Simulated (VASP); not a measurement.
# Sc (P6_3/mmc) in VASP: a series of runs

The runs below take Sc through single point, with r2SCAN.

Everything below comes from runs of VASP 6.6.1. Logs are shortened: lines on timing, memory, paths and dates and some standing lists are left out, and cuts for length are marked.

**1. The cell of the first run**

It takes space group P6_3/mmc (No. 194, hexagonal). The conventional cell has a = 3.328 Å, b = 3.328 Å, c = 5.212 Å, α = 90.00°, β = 90.00°, γ = 120.00°. Sc (site symmetry -6m2) has 12 Sc at 3.24 to 3.33 Å within 4.3 Å.

**2. Single point, r2SCAN**

The input, POSCAR:

```
Sc
1.0
    3.3280716152      0.0000000000      0.0000000000
   -1.6640358076      2.8821945644      0.0000000000
    0.0000000000      0.0000000000      5.2121495536
Sc
2
Direct
    0.3333333333      0.6666666667      0.2500000000
    0.6666666667      0.3333333333      0.7500000000
```

The input, INCAR.step1:

```
PREC = Accurate
ENCUT = 520
ISMEAR = -1
SIGMA = 0.03
LREAL = False
LASPH = True
NELM = 80
NBANDS = 18
GGA = PE
ALGO = Normal
EDIFF = 1E-4
LWAVE = True
LCHARG = False
```

The input, INCAR.step2:

```
PREC = Accurate
ENCUT = 520
EDIFF = 1E-7
ISMEAR = -1
SIGMA = 0.03
LREAL = False
LASPH = True
NELM = 80
ALGO = Normal
ISIF = 2
LWAVE = False
LCHARG = True
METAGGA = R2SCAN
LMIXTAU = True
LELF = True
LVHAR = True
NBANDS = 18
ISTART = 1
```

The input, KPOINTS:

```
Automatic mesh
0
Gamma
  11 11 6
```

Potentials or basis: VASP PAW PBE potentials, release 64 (Sc_sv).

Started as:

```
$ cat potpaw_PBE.64/Sc_sv/POTCAR > POTCAR
$ cp INCAR.step1 INCAR
$ mpirun -np 1 vasp_std > vasp.out
$ cp INCAR.step2 INCAR
$ mpirun -np 1 vasp_std > vasp.out
```

OUTCAR:

```text
PREC = Accurate
   ENCUT = 520
   EDIFF = 1E-7
   ISMEAR = -1
   LREAL = False
   LASPH = True
   NELM = 80
   ISIF = 2
   METAGGA = R2SCAN
   ISTART = 1

 ion  position               nearest neighbor table
   1  0.333  0.667  0.250-   2 3.24   2 3.24   2 3.24   2 3.24   2 3.24   2 3.24
   2  0.667  0.333  0.750-   1 3.24   1 3.24   1 3.24   1 3.24   1 3.24   1 3.24

  LATTYP: Found a hexagonal cell.
 ALAT       =     3.3280716152
 C/A-ratio  =     1.5661170060

  Lattice vectors:

 A1 = (   3.3280716152,   0.0000000000,   0.0000000000)
 A2 = (  -1.6640358076,   2.8821945644,   0.0000000000)
 A3 = (   0.0000000000,   0.0000000000,   5.2121495536)

Analysis of symmetry for initial positions (statically):
=====================================================================
 Subroutine PRICEL returns:
 Original cell was already a primitive cell.

 Routine SETGRP: Setting up the symmetry group for a
 hexagonal supercell.

 Subroutine GETGRP returns: Found 24 space group operations
 (whereof 12 operations were pure point group operations)
 out of a pool of 24 trial point group operations.

The static configuration has the point symmetry D_3d.
 The point group associated with its full space group is D_6h.

Analysis of symmetry for dynamics (positions and initial velocities):
=====================================================================
 Subroutine PRICEL returns:
 Original cell was already a primitive cell.

 Routine SETGRP: Setting up the symmetry group for a
 hexagonal supercell.

 Subroutine GETGRP returns: Found 24 space group operations
 (whereof 12 operations were pure point group operations)
 out of a pool of 24 trial point group operations.

The dynamic configuration has the point symmetry D_3d.
 The point group associated with its full space group is D_6h.

 Subroutine INISYM returns: Found 24 space group operations
 (whereof 12 operations are pure point group operations),
 and found     1 'primitive' translations

----------------------------------------------------------------------------------------

                                     Primitive cell

  volume of cell :      49.9957

  direct lattice vectors                    reciprocal lattice vectors
     3.328071615  0.000000000  0.000000000     0.300474303  0.173478920  0.000000000
    -1.664035808  2.882194564  0.000000000     0.000000000  0.346957840  0.000000000
     0.000000000  0.000000000  5.212149554     0.000000000  0.000000000  0.191859422

  length of vectors
     3.328071615  3.328071615  5.212149554     0.346957840  0.346957840  0.191859422

  position of ions in fractional coordinates (direct lattice)
     0.333333333  0.666666667  0.250000000
     0.666666667  0.333333333  0.750000000

  ion indices of the primitive-cell ions
   primitive index   ion index
                 1           1
                 2           2

----------------------------------------------------------------------------------------

 KPOINTS: Automatic mesh

Automatic generation of k-mesh.
 Grid dimensions read from file:
 generate k-points for:   11   11    6

 Generating k-lattice:

  Cartesian coordinates                     Fractional coordinates (reciprocal lattice)
     0.027315846  0.015770811  0.000000000     0.090909091  0.000000000  0.000000000
     0.000000000  0.031541622  0.000000000     0.000000000  0.090909091  0.000000000
     0.000000000  0.000000000  0.031976570     0.000000000  0.000000000  0.166666667

  Length of vectors
     0.031541622  0.031541622  0.031976570

  Shift w.r.t. Gamma in fractional coordinates (k-lattice)
     0.000000000  0.000000000  0.000000000

 Subroutine IBZKPT returns following result:
 ===========================================

 Found     64 irreducible k-points:

 Following reciprocal coordinates:
            Coordinates               Weight
  0.000000  0.000000  0.000000      1.000000
  0.090909  0.000000  0.000000      6.000000
  0.181818  0.000000  0.000000      6.000000
  0.272727  0.000000  0.000000      6.000000
  0.363636 -0.000000  0.000000      6.000000
  0.454545  0.000000  0.000000      6.000000
[... 16 lines left out ...]
  0.090909  0.090909  0.166667     12.000000
  0.181818  0.090909  0.166667     24.000000
 [... further k-points ...]
   k-points           NKPTS =     64   k-points in BZ     NKDIM =     64   number of bands    NBANDS=     18
   number of dos      NEDOS =    301   number of ions     NIONS =      2
   total plane-waves  NPLWV =  31360
   dimension x,y,z NGX =    28 NGY =   28 NGZ =   40
   dimension x,y,z NGXF=    56 NGYF=   56 NGZF=   80
   ions per type =               2
   NGX,Y,Z   is equivalent  to a cutoff of  13.99, 13.99, 12.76 a.u.
   NGXF,Y,Z  is equivalent  to a cutoff of  27.97, 27.97, 25.52 a.u.
 SYSTEM =  unknown system
   PREC   = accura    normal or accurate (medium, high low for compatibility)
   ISTART =      1    job   : 0-new  1-cont  2-samecut
   ICHARG =      0    charge: 1-file 2-atom 10-const
   ISPIN  =      1    spin polarized calculation?
   LNONCOLLINEAR =      F non collinear calculations
   LSORBIT =      F    spin-orbit coupling
   LASPH  =      T    aspherical Exc in radial PAW
   ENCUT  =  520.0 eV  38.22 Ry    6.18 a.u.   6.19  6.19  9.69*2*pi/ulx,y,z
   NELM   =     80;   NELMIN=  2; NELMDL=  0     # of ELM steps
   EDIFF  = 0.1E-06   stopping-criterion for ELM
   LREAL  =      F    real-space projection
   EDIFFG = 0.1E-05   stopping-criterion for IOM
   NSW    =      0    number of steps for IOM
   IBRION =     -1    ionic relax: 0-MD 1-quasi-New 2-CG
   NFREE  =      0    steps in history (QN), initial steepest desc. (CG)
   ISIF   =      2    stress and relaxation
   ISYM   =      2    0-nonsym 1-usesym 2-fastsym
   POTIM  = 0.5000    time-step for ionic-motion
   TEBEG  =    0.0;   TEEND  =   0.0 temperature during run
   PSTRESS=    0.0 pullay stress
   NELECT =      22.0000    total number of electrons
   NUPDOWN=      -1.0000    fix difference up-down
   EMIN   =  10.00;   EMAX   =-10.00  energy-range for DOS
   EFERMI =   0.00;   METHOD = LEGACY
   ISMEAR =    -1;   SIGMA  =   0.03  broadening in eV -4-tet -1-fermi 0-gaus
   EFERMI_NEDOS =   21; number of points for ismear=-14 and -15
   IALGO  =     38    algorithm
   IMIX   =      4    mixing-type and parameters
     AMIX     =   0.40;   BMIX     =  1.00
     AMIX_MAG =   1.60;   BMIX_MAG =  1.00
  volume/ion in A,a.u.               =      25.00       168.69
  Fermi-wavevector in a.u.,A,eV,Ry     =   1.245197  2.353081 21.096050  1.550516
  Thomas-Fermi vector in A             =   2.379430
   LORBIT       =      0    0 simple, 1 ext, 2 COOP (PROOUT), +10 PAW based schemes
   METAGGA = R2SCAN    functional components
   LHFCALC =     F    Hartree Fock is set to
   AEXX    =    0.0000 exact exchange contribution
   IVDW    =     0    specifies the selected vdW correction
   LEPSILON=     F    determine dielectric tensor
   LRPA    =     F    only Hartree local field effects (RPA)
 non-spin polarized calculation
  energy-cutoff  :      520.00
  volume of cell :       50.00
 maximum number of plane-waves:      1375
 NGX is ok and might be reduce to    28
   NGX = 13   NGY = 13   NGZ = 19

 number of electron      21.9999997 magnetization

 Free energy of the ion-electron system (eV)
  ---------------------------------------------------
  ext. energy  EPLUGINS =         0.00000000
  ---------------------------------------------------
  free energy    TOTEN  =       -22.71718618 eV

  energy without entropy =      -22.70531362  energy(sigma->0) =      -22.71124990

 E-fermi :   3.6424     XC(G=0): -10.5438

 val. band max:        3.6386602738   @ k =   0.2727   0.2727   0.3333
 cond. band min:       3.6536258423   @ k =   0.3636  -0.0000   0.1667
 fundamental gap:      0.0149655685
 Fermi energy:         3.6423579671

 k-point     1 :       0.0000    0.0000    0.0000
  band No.  band energies     occupation
      1     -47.9162      2.00000
      2     -47.8477      2.00000
      3     -25.7704      2.00000
      4     -25.4244      2.00000
      5     -25.4244      2.00000
      6     -25.3611      2.00000
[... 10 lines left out ...]
     17       6.2167      0.00000
     18       6.2167      0.00000

 k-point     2 :       0.0909    0.0000    0.0000
  band No.  band energies     occupation
      1     -47.9124      2.00000
      2     -47.8464      2.00000
      3     -25.7597      2.00000
      4     -25.4450      2.00000
      5     -25.4315      2.00000
      6     -25.3827      2.00000
[... 10 lines left out ...]
     17       6.0659      0.00000
     18       6.1024      0.00000

 k-point     3 :       0.1818    0.0000    0.0000
  band No.  band energies     occupation
      1     -47.9019      2.00000
      2     -47.8430      2.00000
      3     -25.7293      2.00000
      4     -25.5010      2.00000
      5     -25.4499      2.00000
      6     -25.4396      2.00000
[... 10 lines left out ...]
     17       6.2253      0.00000
     18       6.3542      0.00000

 k-point     4 :       0.2727    0.0000    0.0000
  band No.  band energies     occupation
      1     -47.8874      2.00000
      2     -47.8395      2.00000
      3     -25.6845      2.00000
      4     -25.5753      2.00000
      5     -25.5113      2.00000
      6     -25.4729      2.00000
[... 375 lines left out ...]
      4     -25.6380      2.00000
      5     -25.5547      2.00000
      6     -25.4983      2.00000
[... 10 lines left out ...]
     17       7.6539      0.00000
     18       7.8485      0.00000

 k-point    23 :       0.0909    0.0909    0.1667
  band No.  band energies     occupation
      1     -47.9011      2.00000
      2     -47.8481      2.00000
      3     -25.7180      2.00000
      4     -25.4710      2.00000
      5     -25.4558      2.00000
      6     -25.4278      2.00000
[... 10 lines left out ...]
     17       6.3073      0.00000
     18       6.4615      0.00000

 k-point    24 :       0.1818    0.0909    0.1667
  band No.  band energies     occupation
      1     -47.8892      2.00000
      2     -47.8441      2.00000
      3     -25.6917      2.00000
      4     -25.5278      2.00000
      5     -25.5097      2.00000
      6     -25.4561      2.00000
[... 10 lines left out ...]
     17       6.5307      0.00000
     18       6.7798      0.00000

 [... further k-points ...]
[... 5 lines left out ...]
  --------------------------------------------------------------------------------------
  -------------------------------------------------------------------------------------
  Total        0.0305374      0.0305374     -0.0784876     -0.0000000      0.0000000      0.0000000
  in kB        0.9786091      0.9786091     -2.5152369     -0.0000000      0.0000000      0.0000000
  external PRESSURE =      -0.1860062 kB  Pullay stress =       0.0000000 kB

 VOLUME and BASIS-vectors are now :
 -----------------------------------------------------------------------------
  energy-cutoff  :      520.00
  volume of cell :       50.00
      direct lattice vectors                 reciprocal lattice vectors
     3.328071615  0.000000000  0.000000000     0.300474303  0.173478920  0.000000000
    -1.664035808  2.882194564  0.000000000     0.000000000  0.346957840  0.000000000
     0.000000000  0.000000000  5.212149554     0.000000000  0.000000000  0.191859422

 POSITION                                       TOTAL-FORCE (eV/Angst)
 -----------------------------------------------------------------------------------
     -0.00000      1.92146      1.30304        -0.000000      0.000000      0.000000
      1.66404      0.96073      3.90911         0.000000     -0.000000      0.000000
 -----------------------------------------------------------------------------------
    total drift:                               -0.000000      0.000000     -0.000000

  FREE ENERGIE OF THE ION-ELECTRON SYSTEM (eV)
  ---------------------------------------------------
  free  energy   TOTEN  =       -22.7171861824 eV

  energy  without entropy=      -22.7053136230  energy(sigma->0) =      -22.71124990
```

Run time: 93 s. Hardware: 1 thread of Intel Xeon 6975P-C (Granite Rapids), shared host; peak memory 0.2 GiB.

What came out:

```
Free energy            : -22.7172 eV
Pressure               : 0.0 GPa
Band gap on the k mesh : zero (bands 11 and 12 overlap by 1.52 eV)
```

Caveat: the PAW data sets were made with another functional, which shifts forces and pressure a little.

**3. Single point, r2SCAN**

POSCAR is that of step 2.

The input, INCAR.step1:

```
  PREC = Accurate
  ENCUT = 520
  ISMEAR = -1
  SIGMA = 0.2
  LREAL = False
  LASPH = True
  NELM = 60
  NBANDS = 18
  GGA = PE
  ALGO = Normal
  EDIFF = 1E-4
  LWAVE = True
  LCHARG = False
```

The input, INCAR.step2:

```
  PREC = Accurate
  ENCUT = 520
  EDIFF = 1E-7
  ISMEAR = -1
  SIGMA = 0.2
  LREAL = False
  LASPH = True
  NELM = 60
  ALGO = Normal
  ISIF = 2
  LWAVE = False
  LCHARG = False
  METAGGA = R2SCAN
  LMIXTAU = True
  NBANDS = 18
  ISTART = 1
```

The input, KPOINTS:

```
regular mesh
0
Gamma
  11 11 6
```

Potentials or basis: VASP PAW PBE potentials, release 64 (Sc_sv).

Started as:

```
$ cat potpaw_PBE.64/Sc_sv/POTCAR > POTCAR
$ cp INCAR.step1 INCAR
$ mpirun -np 1 vasp_std > vasp.out
$ cp INCAR.step2 INCAR
$ mpirun -np 1 vasp_std > vasp.out
```

OUTCAR:

```text
PREC = Accurate
   ENCUT = 520
   EDIFF = 1E-7
   ISMEAR = -1
   LREAL = False
   LASPH = True
   NELM = 60
   ISIF = 2
   METAGGA = R2SCAN
   ISTART = 1

 ion  position               nearest neighbor table
   1  0.333  0.667  0.250-   2 3.24   2 3.24   2 3.24   2 3.24   2 3.24   2 3.24
   2  0.667  0.333  0.750-   1 3.24   1 3.24   1 3.24   1 3.24   1 3.24   1 3.24

  LATTYP: Found a hexagonal cell.
 ALAT       =     3.3280716152
 C/A-ratio  =     1.5661170060

[... 192 lines left out ...]
      2     -47.8293      2.00000
      3     -25.7620      2.00000
      4     -25.4034      2.00000
      5     -25.4034      2.00000
      6     -25.3399      2.00000
[... 481 lines left out ...]
      5     -25.4900      2.00000
      6     -25.4362      2.00000
[... 10 lines left out ...]
     17       6.5450      0.00000
     18       6.7928      0.00000

 [... further k-points ...]
[... 5 lines left out ...]
  --------------------------------------------------------------------------------------
  -------------------------------------------------------------------------------------
  Total        0.1256737      0.1256737      0.2960880      0.0000000     -0.0000000     -0.0000000
  in kB        4.0273753      4.0273753      9.4885213      0.0000000     -0.0000000     -0.0000000
  external PRESSURE =       5.8477573 kB  Pullay stress =       0.0000000 kB

 VOLUME and BASIS-vectors are now :
 -----------------------------------------------------------------------------
  energy-cutoff  :      520.00
  volume of cell :       50.00
      direct lattice vectors                 reciprocal lattice vectors
     3.328071615  0.000000000  0.000000000     0.300474303  0.173478920  0.000000000
    -1.664035808  2.882194564  0.000000000     0.000000000  0.346957840  0.000000000
     0.000000000  0.000000000  5.212149554     0.000000000  0.000000000  0.191859422

 POSITION                                       TOTAL-FORCE (eV/Angst)
 -----------------------------------------------------------------------------------
     -0.00000      1.92146      1.30304        -0.000000     -0.000000      0.000000
      1.66404      0.96073      3.90911         0.000000      0.000000      0.000000
 -----------------------------------------------------------------------------------
    total drift:                               -0.000000      0.000000     -0.000000

  FREE ENERGIE OF THE ION-ELECTRON SYSTEM (eV)
  ---------------------------------------------------
  free  energy   TOTEN  =       -22.9384904124 eV

  energy  without entropy=      -22.5290633029  energy(sigma->0) =      -22.73377686
```

OSZICAR.step1:

```text
N       E                     dE             d eps       ncg     rms          rms(c)
DAV:   1     0.354307085369E+03    0.35431E+03   -0.11079E+04  2312   0.129E+03
DAV:   2     0.616970837977E+01   -0.34814E+03   -0.34115E+03  2784   0.538E+02
DAV:   3    -0.137380029242E+02   -0.19908E+02   -0.19170E+02  3806   0.152E+02
DAV:   4    -0.141259730878E+02   -0.38797E+00   -0.38460E+00  3476   0.191E+01
DAV:   5    -0.141307583657E+02   -0.47853E-02   -0.47838E-02  3902   0.236E+00    0.745E+00
DAV:   6    -0.129011541522E+02    0.12296E+01   -0.28405E+00  3028   0.185E+01    0.221E+00
DAV:   7    -0.127487467352E+02    0.15241E+00   -0.70970E-01  3116   0.834E+00    0.883E-01
DAV:   8    -0.127391877250E+02    0.95590E-02   -0.34565E-02  3026   0.233E+00    0.267E-01
DAV:   9    -0.127373132311E+02    0.18745E-02   -0.10079E-02  3156   0.103E+00    0.211E-02
DAV:  10    -0.127373282041E+02   -0.14973E-04   -0.10115E-04  2018   0.161E-01
   1 F= -.12737328E+02 E0= -.12518031E+02  d E =-.438594E+00
```

Run time: 1.9 min. Hardware: 1 thread of Intel Xeon 6975P-C (Granite Rapids), shared host; peak memory 0.2 GiB.

Results:

```
Free energy            : -22.9385 eV
Pressure               : 0.6 GPa
Band gap on the k mesh : zero (bands 11 and 12 overlap by 1.52 eV)
```

Stress tensor (GPa, compression positive):
```
0.40 0.00 0.00
0.00 0.40 0.00
0.00 0.00 0.95
```

Levels at points of the mesh, in eV from the Fermi level:
| k point | band 7 | band 8 | band 9 | band 10 | band 11 | band 12 | band 13 | band 14 | band 15 | band 16 |
| --- | --- | --- | --- | --- | --- | --- | --- | --- | --- | --- |
| (0.00, 0.00, 0.00) | -29.00 | -29.00 | -5.50 | -1.71 | 0.37 | 1.78 | 1.78 | 2.02 | 2.25 | 2.25 |
| (0.00, 0.00, 0.50) | -29.03 | -29.03 | -3.90 | -3.90 | 1.06 | 1.06 | 1.71 | 1.71 | 1.71 | 1.71 |

Caveat: the PAW data sets were made with another functional, which shifts forces and pressure a little.

(Part 1 of 2 ends here.)
